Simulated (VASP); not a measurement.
# Ti (Fm-3m) in VASP: single point with r2SCAN

Aim: the single point of Ti with r2SCAN.

Program: VASP 6.6.1. These are calculated values, not measurements. Logs are shortened: lines on timing, memory, paths and dates and some standing lists are left out, and cuts for length are marked.

### 1 The cell of the first run

The structure is cubic, space group Fm-3m (No. 225). The conventional cell has a = 4.060 Å, b = 4.060 Å, c = 4.060 Å, α = 90.00°, β = 90.00°, γ = 90.00°. Within 3.8 Å of Ti (site symmetry m-3m) lie 12 Ti at 2.87 Å.

This isn't the form of Ti at room conditions, which is hcp.

### 2 Single point, r2SCAN

The input, POSCAR:

```
Ti
1.0
    4.0600000000     -4.0600000000      0.0000000000
    4.0600000000      0.0000000000      4.0600000000
    0.0000000000     -4.0600000000      4.0600000000
Ti
8
Direct
    0.5000000000      0.0000000000      0.0000000000
    0.5000000000      0.0000000000      0.5000000000
    0.5000000000      0.5000000000      0.0000000000
    0.5000000000      0.5000000000      0.5000000000
    0.0000000000      0.0000000000      0.0000000000
    0.0000000000      0.0000000000      0.5000000000
    0.0000000000      0.5000000000      0.0000000000
    0.0000000000      0.5000000000      0.5000000000
```

The input, INCAR.step1:

```
SYSTEM = Ti
ALGO = Normal ; EDIFF = 1E-5
ENCUT = 550 ; GGA = PE
GGA_COMPAT = .False. ; ISMEAR = 0
LASPH = .True. ; LCHARG = .False.
LREAL = .False. ; LWAVE = .True.
NBANDS = 58 ; NELM = 120
PREC = Accurate ; SIGMA = 0.15
```

The input, INCAR.step2:

```
SYSTEM = Ti
ALGO = Normal ; EDIFF = 1E-6
ENCUT = 550 ; GGA_COMPAT = .False.
ISIF = 2 ; ISMEAR = 0
ISTART = 1 ; LASPH = .True.
LCHARG = .False. ; LMIXTAU = .True.
LREAL = .False. ; LWAVE = .False.
METAGGA = R2SCAN ; NBANDS = 58
NELM = 120 ; PREC = Accurate
SIGMA = 0.15
```

The input, KPOINTS:

```
k-points
0
Gamma
  10 10 10
  0 0 0
```

Potentials or basis: VASP PAW PBE potentials, release 64 (Ti_sv).

Started as:

```console
cat potpaw_PBE.64/Ti_sv/POTCAR > POTCAR
cp INCAR.step1 INCAR
mpirun -np 1 vasp_std > vasp.out
cp INCAR.step2 INCAR
mpirun -np 1 vasp_std > vasp.out
```

OUTCAR:

```text
SYSTEM = Ti
   EDIFF = 1E-6
   ENCUT = 550
   ISIF = 2
   ISMEAR = 0
   ISTART = 1
   LASPH = .True.
   LREAL = .False.
   METAGGA = R2SCAN
   NELM = 120
   PREC = Accurate

 ion  position               nearest neighbor table
   1  0.500  0.000  0.000-   2 2.87   3 2.87   5 2.87   2 2.87   4 2.87   6 2.87   3 2.87   4 2.87
                             7 2.87   5 2.87   6 2.87   7 2.87
   2  0.500  0.000  0.500-   1 2.87   4 2.87   6 2.87   1 2.87   3 2.87   5 2.87   3 2.87   4 2.87
                             8 2.87   5 2.87   6 2.87   8 2.87
   3  0.500  0.500  0.000-   1 2.87   4 2.87   7 2.87   2 2.87   4 2.87   8 2.87   1 2.87   2 2.87
                             5 2.87   5 2.87   7 2.87   8 2.87
   4  0.500  0.500  0.500-   2 2.87   3 2.87   8 2.87   1 2.87   3 2.87   7 2.87   1 2.87   2 2.87
                             6 2.87   6 2.87   7 2.87   8 2.87
   5  0.000  0.000  0.000-   1 2.87   6 2.87   7 2.87   2 2.87   6 2.87   8 2.87   3 2.87   7 2.87
                             8 2.87   1 2.87   2 2.87   3 2.87
   6  0.000  0.000  0.500-   2 2.87   5 2.87   8 2.87   1 2.87   5 2.87   7 2.87   4 2.87   7 2.87
                             8 2.87   1 2.87   2 2.87   4 2.87
   7  0.000  0.500  0.000-   3 2.87   5 2.87   8 2.87   4 2.87   6 2.87   8 2.87   1 2.87   5 2.87
                             6 2.87   1 2.87   3 2.87   4 2.87
   8  0.000  0.500  0.500-   4 2.87   6 2.87   7 2.87   3 2.87   5 2.87   7 2.87   2 2.87   5 2.87
                             6 2.87   2 2.87   3 2.87   4 2.87

  LATTYP: Found a face centered cubic cell.
 ALAT       =     8.1200000000

  Lattice vectors:

 A1 = (   4.0600000000,  -4.0600000000,   0.0000000000)
 A2 = (   4.0600000000,   0.0000000000,   4.0600000000)
 A3 = (   0.0000000000,  -4.0600000000,   4.0600000000)

Analysis of symmetry for initial positions (statically):
=====================================================================
 Subroutine PRICEL returns following result:

  LATTYP: Found a face centered cubic cell.
 ALAT       =     4.0600000000

  Lattice vectors:

 A1 = (   2.0300000000,  -2.0300000000,   0.0000000000)
 A2 = (   2.0300000000,   0.0000000000,   2.0300000000)
 A3 = (   0.0000000000,  -2.0300000000,   2.0300000000)

   8 primitive cells build up your supercell.

 Routine SETGRP: Setting up the symmetry group for a
 face centered cubic supercell.

 Subroutine GETGRP returns: Found 48 space group operations
 (whereof 48 operations were pure point group operations)
 out of a pool of 48 trial point group operations.

The static configuration has the point symmetry O_h .

Analysis of symmetry for dynamics (positions and initial velocities):
=====================================================================
 Subroutine PRICEL returns following result:

  LATTYP: Found a face centered cubic cell.
 ALAT       =     4.0600000000

  Lattice vectors:

 A1 = (   2.0300000000,  -2.0300000000,   0.0000000000)
 A2 = (   2.0300000000,   0.0000000000,   2.0300000000)
 A3 = (   0.0000000000,  -2.0300000000,   2.0300000000)

   8 primitive cells build up your supercell.

 Routine SETGRP: Setting up the symmetry group for a
 face centered cubic supercell.

 Subroutine GETGRP returns: Found 48 space group operations
 (whereof 48 operations were pure point group operations)
 out of a pool of 48 trial point group operations.

The dynamic configuration has the point symmetry O_h .

 Subroutine INISYM returns: Found 48 space group operations
 (whereof 48 operations are pure point group operations),
 and found     8 'primitive' translations

----------------------------------------------------------------------------------------

                                     Primitive cell

  volume of cell :      16.7309

  direct lattice vectors                    reciprocal lattice vectors
     2.030000000 -2.030000000  0.000000000     0.246305419 -0.246305419 -0.246305419
     2.030000000  0.000000000  2.030000000     0.246305419  0.246305419  0.246305419
     0.000000000 -2.030000000  2.030000000    -0.246305419 -0.246305419  0.246305419

  length of vectors
     2.870853532  2.870853532  2.870853532     0.426613499  0.426613499  0.426613499

  position of ions in fractional coordinates (direct lattice)
     0.000000000  0.000000000  0.000000000

  ion indices of the primitive-cell ions
   primitive index   ion index
                 1           1

----------------------------------------------------------------------------------------

 KPOINTS: k-points

Automatic generation of k-mesh.
 Grid dimensions read from file:
 generate k-points for:   10   10   10

 Generating k-lattice:

  Cartesian coordinates                     Fractional coordinates (reciprocal lattice)
     0.012315271 -0.012315271 -0.012315271     0.100000000  0.000000000  0.000000000
     0.012315271  0.012315271  0.012315271     0.000000000  0.100000000  0.000000000
    -0.012315271 -0.012315271  0.012315271     0.000000000  0.000000000  0.100000000

  Length of vectors
     0.021330675  0.021330675  0.021330675

  Shift w.r.t. Gamma in fractional coordinates (k-lattice)
     0.000000000  0.000000000  0.000000000

 Subroutine IBZKPT returns following result:
 ===========================================

 Found     47 irreducible k-points:

 Following reciprocal coordinates:
            Coordinates               Weight
  0.000000  0.000000  0.000000      1.000000
  0.100000  0.000000  0.000000      8.000000
  0.200000  0.000000  0.000000      8.000000
  0.300000  0.000000  0.000000      8.000000
  0.400000  0.000000  0.000000      8.000000
  0.500000  0.000000  0.000000      4.000000
[... 16 lines left out ...]
  0.300000  0.300000  0.000000      6.000000
  0.400000  0.300000  0.000000     24.000000
 [... further k-points ...]
   k-points           NKPTS =     47   k-points in BZ     NKDIM =     47   number of bands    NBANDS=     58
   number of dos      NEDOS =    301   number of ions     NIONS =      8
   total plane-waves  NPLWV = 110592
   dimension x,y,z NGX =    48 NGY =   48 NGZ =   48
   dimension x,y,z NGXF=    96 NGYF=   96 NGZF=   96
   ions per type =               8
   NGX,Y,Z   is equivalent  to a cutoff of  13.90, 13.90, 13.90 a.u.
   NGXF,Y,Z  is equivalent  to a cutoff of  27.80, 27.80, 27.80 a.u.
 SYSTEM =  Ti
   PREC   = accura    normal or accurate (medium, high low for compatibility)
   ISTART =      1    job   : 0-new  1-cont  2-samecut
   ICHARG =      0    charge: 1-file 2-atom 10-const
   ISPIN  =      1    spin polarized calculation?
   LNONCOLLINEAR =      F non collinear calculations
   LSORBIT =      F    spin-orbit coupling
   LASPH  =      T    aspherical Exc in radial PAW
   ENCUT  =  550.0 eV  40.42 Ry    6.36 a.u.  10.98 10.98 10.98*2*pi/ulx,y,z
   NELM   =    120;   NELMIN=  2; NELMDL=  0     # of ELM steps
   EDIFF  = 0.1E-05   stopping-criterion for ELM
   LREAL  =      F    real-space projection
   EDIFFG = 0.1E-04   stopping-criterion for IOM
   NSW    =      0    number of steps for IOM
   IBRION =     -1    ionic relax: 0-MD 1-quasi-New 2-CG
   NFREE  =      0    steps in history (QN), initial steepest desc. (CG)
   ISIF   =      2    stress and relaxation
   ISYM   =      2    0-nonsym 1-usesym 2-fastsym
   POTIM  = 0.5000    time-step for ionic-motion
   TEBEG  =    0.0;   TEEND  =   0.0 temperature during run
   PSTRESS=    0.0 pullay stress
   NELECT =      96.0000    total number of electrons
   NUPDOWN=      -1.0000    fix difference up-down
   EMIN   =  10.00;   EMAX   =-10.00  energy-range for DOS
   EFERMI =   0.00;   METHOD = LEGACY
   ISMEAR =     0;   SIGMA  =   0.15  broadening in eV -4-tet -1-fermi 0-gaus
   EFERMI_NEDOS =   21; number of points for ismear=-14 and -15
   IALGO  =     38    algorithm
   IMIX   =      4    mixing-type and parameters
     AMIX     =   0.40;   BMIX     =  1.00
     AMIX_MAG =   1.60;   BMIX_MAG =  1.00
  volume/ion in A,a.u.               =      16.73       112.91
  Fermi-wavevector in a.u.,A,eV,Ry     =   1.465421  2.769245 29.217967  2.147460
  Thomas-Fermi vector in A             =   2.581280
   LORBIT       =      0    0 simple, 1 ext, 2 COOP (PROOUT), +10 PAW based schemes
   METAGGA = R2SCAN    functional components
   LHFCALC =     F    Hartree Fock is set to
   AEXX    =    0.0000 exact exchange contribution
   IVDW    =     0    specifies the selected vdW correction
   LEPSILON=     F    determine dielectric tensor
   LRPA    =     F    only Hartree local field effects (RPA)
 non-spin polarized calculation
 Gauss-broadening in eV      SIGMA  =   0.15
  energy-cutoff  :      550.00
  volume of cell :      133.85
 maximum number of plane-waves:      3948
 NGX is ok and might be reduce to    48
   NGX = 21   NGY = 21   NGZ = 21

 number of electron      96.0000014 magnetization

 Free energy of the ion-electron system (eV)
  ---------------------------------------------------
  ext. energy  EPLUGINS =         0.00000000
  ---------------------------------------------------
  free energy    TOTEN  =      -103.02309297 eV

  energy without entropy =     -102.88730997  energy(sigma->0) =     -102.95520147

 E-fermi :   8.6418     XC(G=0): -12.6050

 val. band max:        8.6402732582   @ k =  -0.4000   0.4000   0.0000
 cond. band min:       8.6418694346   @ k =   0.2000   0.0000   0.0000
 fundamental gap:      0.0015961763
 Fermi energy:         8.6417999897

 k-point     1 :       0.0000    0.0000    0.0000
  band No.  band energies     occupation
      1     -50.3334      2.00000
      2     -50.1836      2.00000
      3     -50.1836      2.00000
      4     -50.1836      2.00000
      5     -50.1836      2.00000
      6     -50.1352      2.00000
[... 50 lines left out ...]
     57       9.6680      0.00000
     58       9.6680      0.00000

 k-point     2 :       0.1000    0.0000    0.0000
  band No.  band energies     occupation
      1     -50.3298      2.00000
      2     -50.1873      2.00000
      3     -50.1824      2.00000
      4     -50.1824      2.00000
      5     -50.1824      2.00000
      6     -50.1364      2.00000
[... 50 lines left out ...]
     57       9.7003      0.00000
     58       9.7003      0.00000

 k-point     3 :       0.2000    0.0000    0.0000
  band No.  band energies     occupation
      1     -50.3193      2.00000
      2     -50.1981      2.00000
      3     -50.1790      2.00000
      4     -50.1790      2.00000
      5     -50.1790      2.00000
      6     -50.1399      2.00000
[... 1216 lines left out ...]
      3     -50.1841      2.00000
      4     -50.1841      2.00000
      5     -50.1841      2.00000
      6     -50.1763      2.00000
[... 50 lines left out ...]
     57      10.0937      0.00000
     58      10.1058      0.00000

 k-point    24 :       0.4000    0.3000    0.0000
  band No.  band energies     occupation
      1     -50.2778      2.00000
      2     -50.1993      2.00000
      3     -50.1889      2.00000
      4     -50.1830      2.00000
      5     -50.1830      2.00000
      6     -50.1715      2.00000
[... 50 lines left out ...]
     57      10.2177      0.00000
     58      10.3118      0.00000

 [... further k-points ...]

------------------------ aborting loop because EDIFF is reached ----------------------------------------

  FORCE on cell =-STRESS in cart. coord.  units (eV):
  Direction    XX          YY          ZZ          XY          YZ          ZX
  --------------------------------------------------------------------------------------
  -------------------------------------------------------------------------------------
  Total        4.1016655      4.1016655      4.1016655     -0.0000000     -0.0000000     -0.0000000
  in kB       49.0978785     49.0978785     49.0978785     -0.0000000     -0.0000000     -0.0000000
  external PRESSURE =      49.0978785 kB  Pullay stress =       0.0000000 kB

 VOLUME and BASIS-vectors are now :
 -----------------------------------------------------------------------------
  energy-cutoff  :      550.00
  volume of cell :      133.85
      direct lattice vectors                 reciprocal lattice vectors
     4.060000000 -4.060000000  0.000000000     0.123152709 -0.123152709 -0.123152709
     4.060000000  0.000000000  4.060000000     0.123152709  0.123152709  0.123152709
     0.000000000 -4.060000000  4.060000000    -0.123152709 -0.123152709  0.123152709

 POSITION                                       TOTAL-FORCE (eV/Angst)
 -----------------------------------------------------------------------------------
      2.03000     -2.03000      0.00000         0.000000      0.000000      0.000000
      2.03000     -4.06000      2.03000         0.000000      0.000000      0.000000
      4.06000     -2.03000      2.03000         0.000000      0.000000      0.000000
      4.06000     -4.06000      4.06000        -0.000000     -0.000000     -0.000000
      0.00000      0.00000      0.00000        -0.000000     -0.000000     -0.000000
      0.00000     -2.03000      2.03000        -0.000000     -0.000000     -0.000000
      2.03000      0.00000      2.03000        -0.000000      0.000000      0.000000
      2.03000     -2.03000      4.06000         0.000000      0.000000     -0.000000
 -----------------------------------------------------------------------------------
    total drift:                                0.000000     -0.000000      0.000000

  FREE ENERGIE OF THE ION-ELECTRON SYSTEM (eV)
  ---------------------------------------------------
  free  energy   TOTEN  =      -103.0230929693 eV

  energy  without entropy=     -102.8873099702  energy(sigma->0) =     -102.95520147
```

It took 18 min on 1 thread of Intel Xeon 6975P-C (Granite Rapids), shared host; peak memory 0.52 GiB.

What came out:

```
Free energy            : -103.0231 eV
Pressure               : 4.9 GPa
Band gap on the k mesh : zero (bands 48 and 49 overlap by 1.35 eV)
```

Levels at points of the mesh, in eV from the Fermi level:
| k point | band 43 | band 44 | band 45 | band 46 | band 47 | band 48 | band 49 | band 50 | band 51 | band 52 |
| --- | --- | --- | --- | --- | --- | --- | --- | --- | --- | --- |
| (0.00, 0.00, 0.00) | -1.88 | 0.55 | 0.55 | 0.55 | 0.55 | 0.94 | 0.94 | 0.94 | 0.94 | 0.94 |
| (0.50, 0.00, 0.00) | -1.11 | -1.11 | -1.11 | -1.11 | 0.09 | 0.09 | 0.46 | 0.46 | 0.46 | 0.46 |
| (0.50, 0.50, 0.00) | -0.43 | -0.43 | -0.43 | -0.43 | -0.37 | -0.37 | -0.37 | -0.37 | 0.05 | 0.05 |

Caveat: the cell stands under pressure; the PAW data sets were made with another functional, which shifts forces and pressure a little.
